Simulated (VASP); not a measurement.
# H (Cmmm) in VASP: notebook

H is run at these levels: PBEsol; tasks: single point, relaxation of cell and atoms.

Everything below comes from runs of VASP 6.6.1. Logs are shortened: lines on timing, memory, paths and dates and some standing lists are left out, and cuts for length are marked.

### 1 The cell of the first run

It takes space group Cmmm (No. 65, orthorhombic). Conventional cell: a = 3.602 Å, b = 5.487 Å, c = 3.479 Å, α = 90.00°, β = 90.00°, γ = 90.00°. H (site symmetry m2m) has 1 H at 0.76 Å within 1.0 Å.

### 2 Single point, PBEsol

INCAR

```
ALGO = Normal
EDIFF = 1E-6
ENCUT = 520
GGA = PS
ISIF = 2
ISMEAR = 0
LASPH = T
LCHARG = T
LELF = T
LREAL = F
LVHAR = T
LWAVE = F
NBANDS = 8
NELM = 100
PREC = Accurate
SIGMA = 0.02
```

KPOINTS

```
k-points
0
Gamma
  8 8 8
```

POSCAR

```
H
1.0
    1.8007797946     -2.7432914128      0.0000000000
    1.8007797946      2.7432914128      0.0000000000
    0.0000000000      0.0000000000      3.4794876686
H
2
Direct
    0.5691687047      0.4308312953      0.0000000000
    0.4308312953      0.5691687047      0.0000000000
```

Potentials or basis: VASP PAW PBE potentials, release 64 (H).

Started as:

```console
$ cat potpaw_PBE.64/H/POTCAR > POTCAR
$ mpirun -np 1 vasp_std > vasp.out
```

OUTCAR:

```text
EDIFF = 1E-6
   ENCUT = 520
   GGA = PS
   ISIF = 2
   ISMEAR = 0
   LASPH = T
   LREAL = F
   NELM = 100
   PREC = Accurate

 ion  position               nearest neighbor table
   1  0.569  0.431  0.000-   2 0.76
   2  0.431  0.569  0.000-   1 0.76

  LATTYP: Found a base centered orthorhombic cell.
 ALAT       =     3.6015595892
 B/A-ratio  =     1.5233908227
 C/A-ratio  =     0.9661058168

  Lattice vectors:

 A1 = (   1.8007797946,  -2.7432914128,   0.0000000000)
 A2 = (   1.8007797946,   2.7432914128,   0.0000000000)
 A3 = (   0.0000000000,   0.0000000000,   3.4794876686)

Analysis of symmetry for initial positions (statically):
=====================================================================
 Subroutine PRICEL returns:
 Original cell was already a primitive cell.

 Routine SETGRP: Setting up the symmetry group for a
 base centered orthorhombic supercell.

 Subroutine GETGRP returns: Found  8 space group operations
 (whereof  8 operations were pure point group operations)
 out of a pool of  8 trial point group operations.

The static configuration has the point symmetry D_2h.

Analysis of symmetry for dynamics (positions and initial velocities):
=====================================================================
 Subroutine PRICEL returns:
 Original cell was already a primitive cell.

 Routine SETGRP: Setting up the symmetry group for a
 base centered orthorhombic supercell.

 Subroutine GETGRP returns: Found  8 space group operations
 (whereof  8 operations were pure point group operations)
 out of a pool of  8 trial point group operations.

The dynamic configuration has the point symmetry D_2h.

 Subroutine INISYM returns: Found  8 space group operations
 (whereof  8 operations are pure point group operations),
 and found     1 'primitive' translations

----------------------------------------------------------------------------------------

                                     Primitive cell

  volume of cell :      34.3778

  direct lattice vectors                    reciprocal lattice vectors
     1.800779795 -2.743291413  0.000000000     0.277657491 -0.182262809  0.000000000
     1.800779795  2.743291413  0.000000000     0.277657491  0.182262809  0.000000000
     0.000000000  0.000000000  3.479487669     0.000000000  0.000000000  0.287398633

  length of vectors
     3.281532515  3.281532515  3.479487669     0.332134633  0.332134633  0.287398633

  position of ions in fractional coordinates (direct lattice)
     0.569168705  0.430831295  0.000000000
     0.430831295  0.569168705  0.000000000

  ion indices of the primitive-cell ions
   primitive index   ion index
                 1           1
                 2           2

----------------------------------------------------------------------------------------

 KPOINTS: k-points

Automatic generation of k-mesh.
 Grid dimensions read from file:
 generate k-points for:    8    8    8

 Generating k-lattice:

  Cartesian coordinates                     Fractional coordinates (reciprocal lattice)
     0.034707186 -0.022782851  0.000000000     0.125000000  0.000000000  0.000000000
     0.034707186  0.022782851  0.000000000     0.000000000  0.125000000  0.000000000
     0.000000000  0.000000000  0.035924829     0.000000000  0.000000000  0.125000000

  Length of vectors
     0.041516829  0.041516829  0.035924829

  Shift w.r.t. Gamma in fractional coordinates (k-lattice)
     0.000000000  0.000000000  0.000000000

 Subroutine IBZKPT returns following result:
 ===========================================

 Found    105 irreducible k-points:

 Following reciprocal coordinates:
            Coordinates               Weight
  0.000000  0.000000  0.000000      1.000000
  0.125000  0.000000  0.000000      4.000000
  0.250000  0.000000  0.000000      4.000000
  0.375000  0.000000  0.000000      4.000000
  0.500000  0.000000  0.000000      2.000000
  0.125000  0.125000  0.000000      2.000000
[... 16 lines left out ...]
  0.125000  0.000000  0.125000      8.000000
  0.250000  0.000000  0.125000      8.000000
 [... further k-points ...]
   k-points           NKPTS =    105   k-points in BZ     NKDIM =    105   number of bands    NBANDS=      8
   number of dos      NEDOS =    301   number of ions     NIONS =      2
   total plane-waves  NPLWV =  16128
   dimension x,y,z NGX =    24 NGY =   24 NGZ =   28
   dimension x,y,z NGXF=    48 NGYF=   48 NGZF=   56
   ions per type =               2
   NGX,Y,Z   is equivalent  to a cutoff of  12.16, 12.16, 13.38 a.u.
   NGXF,Y,Z  is equivalent  to a cutoff of  24.32, 24.32, 26.76 a.u.
 SYSTEM =  unknown system
   PREC   = accura    normal or accurate (medium, high low for compatibility)
   ISTART =      0    job   : 0-new  1-cont  2-samecut
   ICHARG =      2    charge: 1-file 2-atom 10-const
   ISPIN  =      1    spin polarized calculation?
   LNONCOLLINEAR =      F non collinear calculations
   LSORBIT =      F    spin-orbit coupling
   LASPH  =      T    aspherical Exc in radial PAW
   ENCUT  =  520.0 eV  38.22 Ry    6.18 a.u.   6.10  6.10  6.47*2*pi/ulx,y,z
   NELM   =    100;   NELMIN=  2; NELMDL= -5     # of ELM steps
   EDIFF  = 0.1E-05   stopping-criterion for ELM
   LREAL  =      F    real-space projection
   EDIFFG = 0.1E-04   stopping-criterion for IOM
   NSW    =      0    number of steps for IOM
   IBRION =     -1    ionic relax: 0-MD 1-quasi-New 2-CG
   NFREE  =      0    steps in history (QN), initial steepest desc. (CG)
   ISIF   =      2    stress and relaxation
   ISYM   =      2    0-nonsym 1-usesym 2-fastsym
   POTIM  = 0.5000    time-step for ionic-motion
   TEBEG  =    0.0;   TEEND  =   0.0 temperature during run
   PSTRESS=    0.0 pullay stress
   NELECT =       2.0000    total number of electrons
   NUPDOWN=      -1.0000    fix difference up-down
   EMIN   =  10.00;   EMAX   =-10.00  energy-range for DOS
   EFERMI =   0.00;   METHOD = LEGACY
   ISMEAR =     0;   SIGMA  =   0.02  broadening in eV -4-tet -1-fermi 0-gaus
   EFERMI_NEDOS =   21; number of points for ismear=-14 and -15
   IALGO  =     38    algorithm
   IMIX   =      4    mixing-type and parameters
     AMIX     =   0.40;   BMIX     =  1.00
     AMIX_MAG =   1.60;   BMIX_MAG =  1.00
  volume/ion in A,a.u.               =      17.19       116.00
  Fermi-wavevector in a.u.,A,eV,Ry     =   0.634345  1.198738  5.474898  0.402394
  Thomas-Fermi vector in A             =   1.698309
   LORBIT       =      0    0 simple, 1 ext, 2 COOP (PROOUT), +10 PAW based schemes
   GGA     = PS    functional components
   LHFCALC =     F    Hartree Fock is set to
   AEXX    =    0.0000 exact exchange contribution
   IVDW    =     0    specifies the selected vdW correction
   LEPSILON=     F    determine dielectric tensor
   LRPA    =     F    only Hartree local field effects (RPA)
 non-spin polarized calculation
 Gauss-broadening in eV      SIGMA  =   0.02
  energy-cutoff  :      520.00
  volume of cell :       34.38
 maximum number of plane-waves:       946
   NGX = 13   NGY = 13   NGZ = 13

 number of electron       2.0000000 magnetization

 Free energy of the ion-electron system (eV)
  ---------------------------------------------------
  ext. energy  EPLUGINS =         0.00000000
  ---------------------------------------------------
  free energy    TOTEN  =        -6.52410853 eV

  energy without entropy =       -6.52410853  energy(sigma->0) =       -6.52410853

 E-fermi :  -8.4963     XC(G=0):  -4.3148

 val. band max:       -8.6346458775   @ k =   0.5000   0.5000   0.5000
 cond. band min:      -0.0636999645   @ k =   0.5000   0.5000   0.0000
 fundamental gap:      8.5709459130
 Fermi energy:        -8.4962952487

 k-point     1 :       0.0000    0.0000    0.0000
  band No.  band energies     occupation
      1     -10.1457      2.00000
      2       2.8364      0.00000
      3       7.2951      0.00000
      4       7.9041      0.00000
      5      10.8780      0.00000
      6      11.1640      0.00000
      7      13.1294      0.00000
      8      16.0292      0.00000

 k-point     2 :       0.1250    0.0000    0.0000
  band No.  band energies     occupation
      1     -10.0334      2.00000
      2       2.5997      0.00000
      3       6.7363      0.00000
      4       8.1431      0.00000
      5       9.6123      0.00000
      6      11.7724      0.00000
      7      14.0074      0.00000
      8      15.4866      0.00000

 k-point     3 :       0.2500    0.0000    0.0000
  band No.  band energies     occupation
      1      -9.7417      2.00000
      2       1.8100      0.00000
      3       6.1172      0.00000
      4       8.6057      0.00000
      5       8.8444      0.00000
      6      11.0815      0.00000
      7      15.9994      0.00000
      8      17.0320      0.00000

 k-point     4 :       0.3750    0.0000    0.0000
  band No.  band energies     occupation
      1      -9.4135      2.00000
      2       0.8491      0.00000
      3       6.1553      0.00000
      4       7.6222      0.00000
      5       9.9130      0.00000
      6      11.1312      0.00000
      7      14.5669      0.00000
      8      14.9814      0.00000

 k-point     5 :       0.5000    0.0000    0.0000
  band No.  band energies     occupation
      1      -9.2639      2.00000
      2       0.4312      0.00000
      3       6.4773      0.00000
      4       6.9844      0.00000
      5      10.7020      0.00000
      6      11.5717      0.00000
      7      13.4023      0.00000
      8      13.6935      0.00000
[... 177 lines left out ...]
 k-point    22 :       0.0000    0.0000    0.1250
  band No.  band energies     occupation
      1     -10.0886      2.00000
      2       2.4628      0.00000
      3       7.3672      0.00000
      4       7.3681      0.00000
      5      11.3150      0.00000
      6      12.3567      0.00000
      7      13.3056      0.00000
      8      16.1711      0.00000

 k-point    23 :       0.1250    0.0000    0.1250
  band No.  band energies     occupation
      1      -9.9781      2.00000
      2       2.3713      0.00000
      3       6.2871      0.00000
      4       7.8085      0.00000
      5      10.5637      0.00000
      6      12.5131      0.00000
      7      14.2728      0.00000
      8      15.6481      0.00000

 k-point    24 :       0.2500    0.0000    0.1250
  band No.  band energies     occupation
      1      -9.6914      2.00000
      2       1.8461      0.00000
      3       5.5235      0.00000
      4       7.8604      0.00000
      5       9.6115      0.00000
      6      12.3136      0.00000
      7      14.6225      0.00000
      8      16.3655      0.00000

 [... further k-points ...]

------------------------ aborting loop because EDIFF is reached ----------------------------------------

  FORCE on cell =-STRESS in cart. coord.  units (eV):
  Direction    XX          YY          ZZ          XY          YZ          ZX
  --------------------------------------------------------------------------------------
  -------------------------------------------------------------------------------------
  Total       -0.0175016     -0.0326982     -0.0200646      0.0000000      0.0000000      0.0000000
  in kB       -0.8156608     -1.5239003     -0.9351125      0.0000000      0.0000000      0.0000000
  external PRESSURE =      -1.0915579 kB  Pullay stress =       0.0000000 kB

 VOLUME and BASIS-vectors are now :
 -----------------------------------------------------------------------------
  energy-cutoff  :      520.00
  volume of cell :       34.38
      direct lattice vectors                 reciprocal lattice vectors
     1.800779795 -2.743291413  0.000000000     0.277657491 -0.182262809  0.000000000
     1.800779795  2.743291413  0.000000000     0.277657491  0.182262809  0.000000000
     0.000000000  0.000000000  3.479487669     0.000000000  0.000000000  0.287398633

 POSITION                                       TOTAL-FORCE (eV/Angst)
 -----------------------------------------------------------------------------------
      1.80078     -0.37950      0.00000         0.000000     -0.000714      0.000000
      1.80078      0.37950      0.00000         0.000000      0.000714      0.000000
 -----------------------------------------------------------------------------------
    total drift:                               -0.000000     -0.000000      0.000000

  FREE ENERGIE OF THE ION-ELECTRON SYSTEM (eV)
  ---------------------------------------------------
  free  energy   TOTEN  =        -6.5241085294 eV

  energy  without entropy=       -6.5241085294  energy(sigma->0) =       -6.52410853
```

It took 9.8 s on 1 thread of AMD EPYC 9R45 (Zen 5), shared host; peak memory 0.11 GiB.

Results:

```
Free energy            : -6.5241 eV
Pressure               : -0.1 GPa
Band gap on the k mesh : 8.57 eV (least direct gap 8.83 eV)
```

Caveat: this functional lacks dispersion, which holds the molecules together, so the pressure and a relaxed volume are unreliable; the PAW data sets were made with another functional, which shifts forces and pressure a little. A k mesh can miss the band edges.

### 3 Relaxation of cell and atoms, PBEsol

This run uses another cell than the first one, of 15.45 Å³/atom.

INCAR

```
SYSTEM = H
  ALGO = Normal
  EDIFF = 1E-6
  EDIFFG = -0.01
  ENCUT = 600
  GGA = PS
  IBRION = 2
  ISIF = 3
  ISMEAR = 0
  LASPH = .TRUE.
  LCHARG = .FALSE.
  LREAL = .FALSE.
  LWAVE = .FALSE.
  NELM = 60
  NSW = 100
  PREC = Accurate
  SIGMA = 0.02
```

KPOINTS

```
k-points
0
G
  8 8 8
  0 0 0
```

POSCAR

```
H
1.0
    1.7057830705     -2.7451130504      0.0000000000
    1.7057830705      2.7451130504      0.0000000000
    0.0000000000      0.0000000000      3.2984197594
H
2
Direct
    0.5691727531      0.4308272469      0.0000000000
    0.4308272469      0.5691727531      0.0000000000
```

Potentials or basis: VASP PAW PBE potentials, release 64 (H).

Started as:

```console
$ cat potpaw_PBE.64/H/POTCAR > POTCAR
$ mpirun -np 1 vasp_std > vasp.out
```

Run time: 12 s. Hardware: 1 thread of AMD EPYC 9R45 (Zen 5), shared host; peak memory 0.12 GiB.

Results (log left out):

| Item | Value |
| --- | --- |
| Free energy | -6.5242 eV |
| Energy gained by relaxing | 0.0 meV/atom |
| Ionic steps | 3 |
| Pressure after relaxing | 0.0 GPa |
| Band gap on the k mesh | 8.25 eV (least direct gap 8.61 eV) |

Forces in eV/Å, atoms in the order of the input:
```
H    0.000 -0.003  0.000
H    0.000  0.003  0.000
```

Stress tensor (GPa, compression positive):
```
 0.05  0.00  0.00
 0.00 -0.03  0.00
 0.00  0.00  0.05
```

Final structure:
```
CELL_PARAMETERS angstrom
1.70590 -2.74458 0.00000
1.70590 2.74458 0.00000
0.00000 0.00000 3.29866
ATOMIC_POSITIONS crystal
H 0.56910 0.43090 0.00000
H 0.43090 0.56910 0.00000
```

Levels at points of the mesh, in eV from the valence-band top:
| k point | band 1 | band 2 | band 3 | band 4 | band 5 |
| --- | --- | --- | --- | --- | --- |
| (0.00, 0.00, 0.00) | -1.74 | 11.92 | 16.23 | 17.46 | 20.39 |
| (0.50, 0.00, 0.00) | -0.69 | 9.03 | 15.53 | 15.59 | 20.48 |
| (0.50, 0.50, 0.00) | -0.36 | 8.25 | 15.03 | 16.60 | 21.02 |
| (0.00, 0.00, 0.50) | -1.17 | 9.12 | 16.27 | 16.90 | 22.27 |
| (0.50, 0.00, 0.50) | -0.30 | 10.96 | 12.76 | 14.51 | 17.07 |
| (0.50, 0.50, 0.50) | 0.00 | 9.83 | 13.46 | 14.69 | 18.37 |

Caveat: this functional lacks dispersion, which holds the molecules together, so the pressure and a relaxed volume are unreliable; the PAW data sets were made with another functional, which shifts forces and pressure a little.

### 4 Relaxation of cell and atoms, PBEsol

INCAR

```
SYSTEM = H
ALGO = Normal
EDIFF = 1E-6
EDIFFG = -0.01
ENCUT = 600
GGA = PS
IBRION = 2
ISIF = 3
ISMEAR = 0
LASPH = .True.
LCHARG = .False.
LREAL = .False.
LWAVE = .False.
NELM = 80
NSW = 100
PREC = Accurate
SIGMA = 0.02
```

KPOINTS

```
k-points
0
Gamma
  8 8 8
  0 0 0
```

POSCAR

```
H
1.0
    1.8007797946     -2.7432914128      0.0000000000
    1.8007797946      2.7432914128      0.0000000000
    0.0000000000      0.0000000000      3.4794876686
H
2
Direct
    0.5691687047      0.4308312953      0.0000000000
    0.4308312953      0.5691687047      0.0000000000
```

Started as:

```console
$ cat potpaw_PBE.64/H/POTCAR > POTCAR
$ mpirun -np 1 vasp_std > vasp.out
```

It took 7.7 s on 1 thread of AMD EPYC 9R45 (Zen 5), shared host; peak memory 0.12 GiB.

The run converged. Its results:

- Free energy: -6.5254 eV
- Pressure after relaxing: 0.0 GPa
- Largest force after relaxing: 0.006 eV/Å
- Band gap on the k mesh: 8.57 eV (least direct gap 8.83 eV)

Forces in eV/Å, atoms in the order of the input:
```
H    0.000  0.006  0.000
H    0.000 -0.006  0.000
```

Final structure:
```cif
data_structure
_symmetry_space_group_name_H-M 'P 1'
_symmetry_Int_Tables_number 1
_cell_length_a 3.2815
_cell_length_b 3.2815
_cell_length_c 3.4795
_cell_angle_alpha 90.000
_cell_angle_beta 90.000
_cell_angle_gamma 113.436
_cell_volume 34.38
loop_
_atom_site_label
_atom_site_type_symbol
_atom_site_fract_x
_atom_site_fract_y
_atom_site_fract_z
_atom_site_occupancy
H1 H 0.56917 0.43083 0.00000 1
H2 H 0.43083 0.56917 0.00000 1
```

Levels at points of the mesh, in eV from the valence-band top:
| k point | band 1 | band 2 | band 3 | band 4 | band 5 |
| --- | --- | --- | --- | --- | --- |
| (0.00, 0.00, 0.00) | -1.51 | 11.47 | 15.93 | 16.54 | 19.51 |
| (0.50, 0.00, 0.00) | -0.63 | 9.07 | 15.11 | 15.62 | 19.34 |
| (0.50, 0.50, 0.00) | -0.26 | 8.57 | 14.60 | 15.74 | 20.05 |
| (0.00, 0.00, 0.50) | -1.09 | 9.14 | 15.56 | 16.48 | 21.25 |
| (0.50, 0.00, 0.50) | -0.34 | 10.74 | 12.51 | 14.14 | 16.90 |
| (0.50, 0.50, 0.50) | 0.00 | 9.90 | 13.52 | 14.65 | 17.41 |

Caveat: the relaxation stopped at its first step, so nothing moved; this functional lacks dispersion, which holds the molecules together, so the pressure and a relaxed volume are unreliable; the PAW data sets were made with another functional, which shifts forces and pressure a little. A k mesh can miss the band edges.

### 5 Overview

| task | cell | cutoff (eV) | gap on the mesh (eV) | pressure (GPa) |
| --- | --- | --- | --- | --- |
| single point | a = 3.282, b = 3.282, c = 3.479 Å, angles 90.0, 90.0, 113.4°, 2 atoms | 520 | 8.57 | -0.1 |
| relaxation of cell and atoms | relaxed from a = 3.232, b = 3.232, c = 3.298 Å, angles 90.0, 90.0, 116.3°, 2 atoms | 600 | 8.25 | 0.0 |
| relaxation of cell and atoms | relaxed from a = 3.282, b = 3.282, c = 3.479 Å, angles 90.0, 90.0, 113.4°, 2 atoms | 600 | 8.57 | 0.0 |

Alike in all rows: level PBEsol; potentials or basis VASP PAW PBE potentials, release 64 (H); no spin polarisation; k mesh 8 × 8 × 8; smearing gaussian 0.02 eV.

Caveats: this functional lacks dispersion, which holds the molecules together, so the pressure and a relaxed volume are unreliable; the PAW data sets were made with another functional, which shifts forces and pressure a little; the relaxation stopped at its first step, so nothing moved (at least some runs).

Absolute energies hang on the potentials; compare differences alone.
